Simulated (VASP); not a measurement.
# CdSe (Fm-3m) in VASP: further runs

CdSe is run at these levels: HSE06, HF, PBE-based screened hybrid with 25 % exact exchange; tasks: single point, relaxation of cell and atoms.

Program: VASP 6.6.1. These are calculated values, not measurements. Logs are shortened: lines on timing, memory, paths and dates and some standing lists are left out, and cuts for length are marked.

### 1 The cell of the first run

It takes space group Fm-3m (No. 225, cubic). Conventional cell: a = 5.861 Å, b = 5.861 Å, c = 5.861 Å, α = 90.00°, β = 90.00°, γ = 90.00°. Within 3.9 Å of Cd (site symmetry m-3m) lie 6 Se at 2.93 Å. Within 3.9 Å of Se (site symmetry m-3m) lie 6 Cd at 2.93 Å.

### 2 Single point, HSE06

The input, POSCAR:

```
CdSe
1.0
    0.0000000000      2.9303244279      2.9303244279
    2.9303244279      0.0000000000      2.9303244279
    2.9303244279      2.9303244279      0.0000000000
Cd Se
1 1
Direct
    0.0000000000      0.0000000000      0.0000000000
    0.5000000000      0.5000000000      0.5000000000
```

The input, INCAR.step1:

```
ALGO = Normal ; EDIFF = 1E-5
ENCUT = 520 ; GGA = PE
ISIF = 2 ; ISMEAR = -1
LASPH = T ; LCHARG = F
LREAL = F ; LWAVE = T
NBANDS = 16 ; NELM = 80
PREC = Accurate ; SIGMA = 0.05
```

The input, INCAR.step2:

```
ALGO = Normal ; EDIFF = 1E-6
ENCUT = 520 ; GGA = PE
HFSCREEN = 0.2079 ; ISIF = 2
ISMEAR = -1 ; ISTART = 1
LASPH = T ; LCHARG = F
LHFCALC = T ; LREAL = F
LWAVE = F ; NBANDS = 16
NELM = 80 ; PREC = Accurate
PRECFOCK = Normal ; SIGMA = 0.05
```

The input, KPOINTS:

```
k-points
0
Gamma
  6 6 6
```

Potentials or basis: VASP PAW PBE potentials, release 64 (Cd, Se).

The run is started by

```console
$ cat potpaw_PBE.64/Cd/POTCAR potpaw_PBE.64/Se/POTCAR > POTCAR
$ cp INCAR.step1 INCAR
$ mpirun -np 1 vasp_std > vasp.out
$ cp INCAR.step2 INCAR
$ mpirun -np 1 vasp_std > vasp.out
```

OUTCAR:

```text
EDIFF = 1E-6
   ENCUT = 520
   GGA = PE
   HFSCREEN = 0.2079
   ISIF = 2
   ISMEAR = -1
   ISTART = 1
   LASPH = T
   LHFCALC = T
   LREAL = F
   NELM = 80
   PREC = Accurate
   PRECFOCK = Normal

 ion  position               nearest neighbor table
   1  0.000  0.000  0.000-   2 2.93   2 2.93   2 2.93   2 2.93   2 2.93   2 2.93
   2  0.500  0.500  0.500-   1 2.93   1 2.93   1 2.93   1 2.93   1 2.93   1 2.93

  LATTYP: Found a face centered cubic cell.
 ALAT       =     5.8606488558

  Lattice vectors:

 A1 = (   0.0000000000,   2.9303244279,   2.9303244279)
 A2 = (   2.9303244279,   0.0000000000,   2.9303244279)
 A3 = (   2.9303244279,   2.9303244279,   0.0000000000)

Analysis of symmetry for initial positions (statically):
=====================================================================
 Subroutine PRICEL returns:
 Original cell was already a primitive cell.

 Routine SETGRP: Setting up the symmetry group for a
 face centered cubic supercell.

 Subroutine GETGRP returns: Found 48 space group operations
 (whereof 48 operations were pure point group operations)
 out of a pool of 48 trial point group operations.

The static configuration has the point symmetry O_h .

Analysis of symmetry for dynamics (positions and initial velocities):
=====================================================================
 Subroutine PRICEL returns:
 Original cell was already a primitive cell.

 Routine SETGRP: Setting up the symmetry group for a
 face centered cubic supercell.

 Subroutine GETGRP returns: Found 48 space group operations
 (whereof 48 operations were pure point group operations)
 out of a pool of 48 trial point group operations.

The dynamic configuration has the point symmetry O_h .

 Subroutine INISYM returns: Found 48 space group operations
 (whereof 48 operations are pure point group operations),
 and found     1 'primitive' translations

----------------------------------------------------------------------------------------

                                     Primitive cell

  volume of cell :      50.3242

  direct lattice vectors                    reciprocal lattice vectors
     0.000000000  2.930324428  2.930324428    -0.170629571  0.170629571  0.170629571
     2.930324428  0.000000000  2.930324428     0.170629571 -0.170629571  0.170629571
     2.930324428  2.930324428  0.000000000     0.170629571  0.170629571 -0.170629571

  length of vectors
     4.144104548  4.144104548  4.144104548     0.295539086  0.295539086  0.295539086

  position of ions in fractional coordinates (direct lattice)
     0.000000000  0.000000000  0.000000000
     0.500000000  0.500000000  0.500000000

  ion indices of the primitive-cell ions
   primitive index   ion index
                 1           1
                 2           2

----------------------------------------------------------------------------------------

 KPOINTS: k-points

Automatic generation of k-mesh.
 Grid dimensions read from file:
 generate k-points for:    6    6    6

 Generating k-lattice:

  Cartesian coordinates                     Fractional coordinates (reciprocal lattice)
    -0.028438262  0.028438262  0.028438262     0.166666667  0.000000000  0.000000000
     0.028438262 -0.028438262  0.028438262     0.000000000  0.166666667  0.000000000
     0.028438262  0.028438262 -0.028438262     0.000000000  0.000000000  0.166666667

  Length of vectors
     0.049256514  0.049256514  0.049256514

  Shift w.r.t. Gamma in fractional coordinates (k-lattice)
     0.000000000  0.000000000  0.000000000

 Subroutine IBZKPT returns following result:
 ===========================================

 Found     16 irreducible k-points:

 Following reciprocal coordinates:
            Coordinates               Weight
  0.000000  0.000000  0.000000      1.000000
  0.166667  0.000000  0.000000      8.000000
  0.333333  0.000000  0.000000      8.000000
  0.500000  0.000000  0.000000      4.000000
  0.166667  0.166667  0.000000      6.000000
  0.333333  0.166667  0.000000     24.000000
[... 8 lines left out ...]
 -0.333333  0.333333  0.166667     24.000000
 -0.333333  0.500000  0.166667     12.000000
   k-points           NKPTS =     16   k-points in BZ     NKDIM =    216   number of bands    NBANDS=     16
   number of dos      NEDOS =    301   number of ions     NIONS =      2
   total plane-waves  NPLWV =  32768
   dimension x,y,z NGX =    32 NGY =   32 NGZ =   32
   dimension x,y,z NGXF=    64 NGYF=   64 NGZF=   64
   ions per type =               1   1
   NGX,Y,Z   is equivalent  to a cutoff of  12.84, 12.84, 12.84 a.u.
   NGXF,Y,Z  is equivalent  to a cutoff of  25.67, 25.67, 25.67 a.u.
 SYSTEM =  unknown system
   PREC   = accura    normal or accurate (medium, high low for compatibility)
   ISTART =      1    job   : 0-new  1-cont  2-samecut
   ICHARG =      0    charge: 1-file 2-atom 10-const
   ISPIN  =      1    spin polarized calculation?
   LNONCOLLINEAR =      F non collinear calculations
   LSORBIT =      F    spin-orbit coupling
   LASPH  =      T    aspherical Exc in radial PAW
   ENCUT  =  520.0 eV  38.22 Ry    6.18 a.u.   7.71  7.71  7.71*2*pi/ulx,y,z
   NELM   =     80;   NELMIN=  2; NELMDL=  0     # of ELM steps
   EDIFF  = 0.1E-05   stopping-criterion for ELM
   LREAL  =      F    real-space projection
   EDIFFG = 0.1E-04   stopping-criterion for IOM
   NSW    =      0    number of steps for IOM
   IBRION =     -1    ionic relax: 0-MD 1-quasi-New 2-CG
   NFREE  =      0    steps in history (QN), initial steepest desc. (CG)
   ISIF   =      2    stress and relaxation
   ISYM   =      3    0-nonsym 1-usesym 2-fastsym
   POTIM  = 0.5000    time-step for ionic-motion
   TEBEG  =    0.0;   TEEND  =   0.0 temperature during run
   PSTRESS=    0.0 pullay stress
   NELECT =      18.0000    total number of electrons
   NUPDOWN=      -1.0000    fix difference up-down
   EMIN   =  10.00;   EMAX   =-10.00  energy-range for DOS
   EFERMI =   0.00;   METHOD = LEGACY
   ISMEAR =    -1;   SIGMA  =   0.05  broadening in eV -4-tet -1-fermi 0-gaus
   EFERMI_NEDOS =   21; number of points for ismear=-14 and -15
   IALGO  =     38    algorithm
   IMIX   =      1    mixing-type and parameters
     AMIX     =   0.40;   BMIX     =  1.00
     AMIX_MAG =   1.60;   BMIX_MAG =  1.00
  volume/ion in A,a.u.               =      25.16       169.80
  Fermi-wavevector in a.u.,A,eV,Ry     =   1.162091  2.196033 18.374048  1.350454
  Thomas-Fermi vector in A             =   2.298655
   LORBIT       =      0    0 simple, 1 ext, 2 COOP (PROOUT), +10 PAW based schemes
   GGA     = PE    functional components
   LHFCALC =     T    Hartree Fock is set to
   PRECFOCK=normal    Normal, Fast or Accurate (Low or Medium for compatibility)
   ENCUT4O =  -1.0   cutoff for four orbital integrals eV
   NKREDX  =     1    reduce k-point grid by
   NKREDY  =     1    reduce k-point grid by
   NKREDZ  =     1    reduce k-point grid by
   AEXX    =    0.2500 exact exchange contribution
   HFSCREEN=    0.2079 screening length (either q_TF or 0.3 A-1)
   HFSCREENC=   0.2079 screening length for correlation (either q_TF or 0.3 A-1)
   ENCUTFOCK=  -1.0 apply spherical cutoff to Coloumb kernel
   IVDW    =     0    specifies the selected vdW correction
   LEPSILON=     F    determine dielectric tensor
   LRPA    =     F    only Hartree local field effects (RPA)
 non-spin polarized calculation
  energy-cutoff  :      520.00
  volume of cell :       50.32
 maximum number of plane-waves:      1363
  NGX = 24; NGY = 24; NGZ = 24

 number of electron      18.0000007 magnetization

 Free energy of the ion-electron system (eV)
  ---------------------------------------------------
  ext. energy  EPLUGINS =         0.00000000
  ---------------------------------------------------
  free energy    TOTEN  =        -6.46403857 eV

  energy without entropy =       -6.46314158  energy(sigma->0) =       -6.46359008

 E-fermi :   1.4423     XC(G=0):  -8.0663

 val. band max:        1.2194795301   @ k =  -0.1667   0.1667   0.0000
 cond. band min:       1.5740707029   @ k =   0.5000   0.5000   0.0000
 fundamental gap:      0.3545911728
 Fermi energy:         1.4422675827

 k-point     1 :       0.0000    0.0000    0.0000
  band No.  band energies     occupation
      1     -12.4578      2.00000
      2      -7.9607      2.00000
      3      -7.9607      2.00000
      4      -7.9301      2.00000
      5      -7.9301      2.00000
      6      -7.9301      2.00000
[... 8 lines left out ...]
     15      12.0131      0.00000
     16      12.0131      0.00000

 k-point     2 :       0.1667    0.0000    0.0000
  band No.  band energies     occupation
      1     -12.2669      2.00000
      2      -8.0017      2.00000
      3      -8.0017      2.00000
      4      -7.9402      2.00000
      5      -7.9057      2.00000
      6      -7.9057      2.00000
[... 8 lines left out ...]
     15      11.7239      0.00000
     16      11.7239      0.00000

 k-point     3 :       0.3333    0.0000    0.0000
  band No.  band energies     occupation
      1     -11.8290      2.00000
      2      -8.0872      2.00000
      3      -8.0872      2.00000
      4      -7.9765      2.00000
      5      -7.8509      2.00000
      6      -7.8509      2.00000
[... 8 lines left out ...]
     15      13.3131      0.00000
     16      13.3131      0.00000

 k-point     4 :       0.5000    0.0000    0.0000
  band No.  band energies     occupation
      1     -11.5706      2.00000
      2      -8.1292      2.00000
      3      -8.1292      2.00000
      4      -8.0098      2.00000
      5      -7.8230      2.00000
      6      -7.8230      2.00000
[... 8 lines left out ...]
     15      15.1522      0.00000
     16      15.1522      0.00000

 k-point     5 :       0.1667    0.1667    0.0000
  band No.  band energies     occupation
      1     -12.2212      2.00000
      2      -8.0275      2.00000
      3      -7.9500      2.00000
      4      -7.9457      2.00000
      5      -7.9002      2.00000
      6      -7.9002      2.00000
[... 8 lines left out ...]
     15      13.9297      0.00000
     16      13.9297      0.00000

 k-point     6 :       0.3333    0.1667    0.0000
  band No.  band energies     occupation
      1     -11.9115      2.00000
      2      -8.0212      2.00000
      3      -7.9927      2.00000
      4      -7.9631      2.00000
      5      -7.8605      2.00000
      6      -7.8442      2.00000
[... 8 lines left out ...]
     15      14.1147      0.00000
     16      14.4444      0.00000
[... 115 lines left out ...]
 k-point    13 :       0.5000    0.5000    0.0000
  band No.  band energies     occupation
      1     -11.7361      2.00000
      2      -8.0097      2.00000
      3      -7.9006      2.00000
      4      -7.7813      2.00000
      5      -7.7813      2.00000
      6      -7.2975      2.00000
[... 8 lines left out ...]
     15      16.5040      0.00000
     16      17.1664      0.00000

 k-point    14 :       0.5000    0.3333    0.1667
  band No.  band energies     occupation
      1     -11.7109      2.00000
      2      -8.0273      2.00000
      3      -7.9560      2.00000
      4      -7.9168      2.00000
      5      -7.8256      2.00000
      6      -7.7344      2.00000
[... 8 lines left out ...]
     15      15.4248      0.00000
     16      16.0272      0.00000

 k-point    15 :      -0.3333    0.3333    0.1667
  band No.  band energies     occupation
      1     -11.6096      2.00000
      2      -8.0560      2.00000
      3      -7.9284      2.00000
      4      -7.9153      2.00000
      5      -7.8015      2.00000
      6      -7.6085      2.00000
[... 8 lines left out ...]
     15      13.7696      0.00000
     16      16.5604      0.00000

 k-point    16 :      -0.3333    0.5000    0.1667
  band No.  band energies     occupation
      1     -11.6516      2.00000
      2      -7.9933      2.00000
      3      -7.9660      2.00000
      4      -7.8535      2.00000
      5      -7.7813      2.00000
      6      -7.4051      2.00000
[... 8 lines left out ...]
     15      15.1749      0.00000
     16      17.1786      0.00000

------------------------ aborting loop because EDIFF is reached ----------------------------------------

  FORCE on cell =-STRESS in cart. coord.  units (eV):
  Direction    XX          YY          ZZ          XY          YZ          ZX
  --------------------------------------------------------------------------------------
  -------------------------------------------------------------------------------------
  Total       -1.5231024     -1.5231024     -1.5231024      0.0000000      0.0000000     -0.0000000
  in kB      -48.4911601    -48.4911601    -48.4911601      0.0000000      0.0000000     -0.0000000
  external PRESSURE =     -48.4911601 kB  Pullay stress =       0.0000000 kB

 VOLUME and BASIS-vectors are now :
 -----------------------------------------------------------------------------
  energy-cutoff  :      520.00
  volume of cell :       50.32
      direct lattice vectors                 reciprocal lattice vectors
     0.000000000  2.930324428  2.930324428    -0.170629571  0.170629571  0.170629571
     2.930324428  0.000000000  2.930324428     0.170629571 -0.170629571  0.170629571
     2.930324428  2.930324428  0.000000000     0.170629571  0.170629571 -0.170629571

 POSITION                                       TOTAL-FORCE (eV/Angst)
 -----------------------------------------------------------------------------------
      0.00000      0.00000      0.00000        -0.000000     -0.000000     -0.000000
      2.93032      2.93032      2.93032         0.000000      0.000000      0.000000
 -----------------------------------------------------------------------------------
    total drift:                               -0.000001     -0.000001     -0.000001

  FREE ENERGIE OF THE ION-ELECTRON SYSTEM (eV)
  ---------------------------------------------------
  free  energy   TOTEN  =        -6.4640385745 eV

  energy  without entropy=       -6.4631415808  energy(sigma->0) =       -6.46359008
```

It took 42 min on 1 thread of AMD EPYC 7R13 (Zen 3), shared host; peak memory 0.27 GiB.

What came out:

```
Free energy            : -6.4640 eV
Pressure               : -4.8 GPa
Band gap on the k mesh : 0.35 eV (least direct gap 1.23 eV)
```

Caveat: the cell stands under tension; the PAW data sets were made with another functional, which shifts forces and pressure a little.

### 3 Single point, HSE06

This run uses another cell than the first one, of 22.31 Å³/atom.

The input, POSCAR:

```
CdSe
1.0
    0.0000000000      2.8152893338      2.8152893338
    2.8152893338      0.0000000000      2.8152893338
    2.8152893338      2.8152893338      0.0000000000
Cd Se
1 1
Direct
    0.0000000000      0.0000000000      0.0000000000
    0.5000000000      0.5000000000      0.5000000000
```

The input, INCAR.step1:

```
SYSTEM = CdSe
PREC = Accurate ; ENCUT = 520
EDIFF = 1E-5 ; ISMEAR = -1
SIGMA = 0.05 ; LREAL = .FALSE.
LASPH = .TRUE. ; NELM = 60
ALGO = Normal ; ISIF = 2
LWAVE = .TRUE. ; LCHARG = .FALSE.
GGA = PE ; NBANDS = 16
```

The input, INCAR.step2:

```
SYSTEM = CdSe
PREC = Accurate ; ENCUT = 520
EDIFF = 1E-7 ; ISMEAR = -1
SIGMA = 0.05 ; LREAL = .FALSE.
LASPH = .TRUE. ; NELM = 60
ALGO = Normal ; ISIF = 2
LWAVE = .FALSE. ; LCHARG = .FALSE.
GGA = PE ; LHFCALC = .TRUE.
HFSCREEN = 0.2079 ; PRECFOCK = Normal
ISTART = 1 ; NBANDS = 16
```

The input, KPOINTS:

```
regular mesh
0
G
  6 6 6
  0 0 0
```

Potentials or basis: VASP PAW PBE potentials, release 64 (Cd, Se).

The run is started by

```console
$ cat potpaw_PBE.64/Cd/POTCAR potpaw_PBE.64/Se/POTCAR > POTCAR
$ cp INCAR.step1 INCAR
$ mpirun -np 1 vasp_std > vasp.out
$ cp INCAR.step2 INCAR
$ mpirun -np 1 vasp_std > vasp.out
```

It took 33 min on 1 thread of Intel Xeon 6975P-C (Granite Rapids), shared host; peak memory 0.29 GiB.

The run converged. Its results:

```
Free energy            : -6.5201 eV
Pressure               : 2.5 GPa
Band gap on the k mesh : 0.39 eV (least direct gap 1.97 eV)
```

Levels at points of the mesh, in eV from the valence-band top:
| k point | band 6 | band 7 | band 8 | band 9 | band 10 | band 11 | band 12 | band 13 |
| --- | --- | --- | --- | --- | --- | --- | --- | --- |
| (0.00, 0.00, 0.00) | -9.29 | -0.67 | -0.67 | -0.67 | 1.29 | 9.71 | 9.71 | 9.71 |
| (0.50, 0.00, 0.00) | -9.14 | -5.64 | -0.02 | -0.02 | 3.86 | 6.26 | 6.26 | 7.84 |
| (0.50, 0.50, 0.00) | -8.39 | -4.81 | -2.39 | -2.39 | 0.39 | 6.19 | 11.53 | 12.23 |

Caveat: the PAW data sets were made with another functional, which shifts forces and pressure a little. A k mesh can miss the band edges.

### 4 Single point, HF

The input, POSCAR:

```
CdSe
1.0
    0.0000000000      2.9307145461      2.9307145461
    2.9307145461      0.0000000000      2.9307145461
    2.9307145461      2.9307145461      0.0000000000
Cd Se
1 1
Direct
    0.0000000000      0.0000000000      0.0000000000
    0.5000000000      0.5000000000      0.5000000000
```

The input, INCAR.step1:

```
SYSTEM = CdSe
PREC = Accurate
ENCUT = 520
EDIFF = 1E-5
ISMEAR = -1
SIGMA = 0.05
LREAL = .False.
LASPH = .True.
NELM = 60
ALGO = Normal
ISIF = 2
LWAVE = .True.
LCHARG = .False.
NBANDS = 16
GGA = PE
```

The input, INCAR.step2:

```
SYSTEM = CdSe
PREC = Accurate
ENCUT = 520
EDIFF = 1E-6
ISMEAR = -1
SIGMA = 0.05
LREAL = .False.
LASPH = .True.
NELM = 60
ALGO = Normal
ISIF = 2
LWAVE = .False.
LCHARG = .False.
GGA = PE
LHFCALC = .True.
AEXX = 1.0
ALDAC = 0.0
AGGAC = 0.0
PRECFOCK = Normal
NBANDS = 16
ISTART = 1
```

The input, KPOINTS:

```
regular mesh
0
Gamma
  4 4 4
  0 0 0
```

The run is started by

```console
$ cat potpaw_PBE.64/Cd/POTCAR potpaw_PBE.64/Se/POTCAR > POTCAR
$ cp INCAR.step1 INCAR
$ mpirun -np 1 vasp_std > vasp.out
$ cp INCAR.step2 INCAR
$ mpirun -np 1 vasp_std > vasp.out
```

It took 8.6 min on 1 thread of Oxide Virtual Turin-like, shared host; peak memory 0.15 GiB.

The run converged. Its results:

```
Free energy            : -11.3043 eV
Pressure               : -0.7 GPa
Band gap on the k mesh : 6.57 eV (least direct gap 7.68 eV)
```

Levels at points of the mesh, in eV from the valence-band top:
```
           k point  band 7  band 8  band 9  band 10  band 11  band 12
(0.00, 0.00, 0.00)   -0.43   -0.43   -0.43     7.25    16.02    16.02
(0.50, 0.00, 0.00)   -5.73    0.00    0.00    10.06    12.70    12.70
(0.50, 0.50, 0.00)   -4.72   -2.18   -2.18     6.57    12.29    17.97
```

Caveat: the k points lie up to 0.46 Å⁻¹ apart; the PAW data sets were made with another functional, which shifts forces and pressure a little. A k mesh can miss the band edges.

(Part 1 of 2 ends here.)
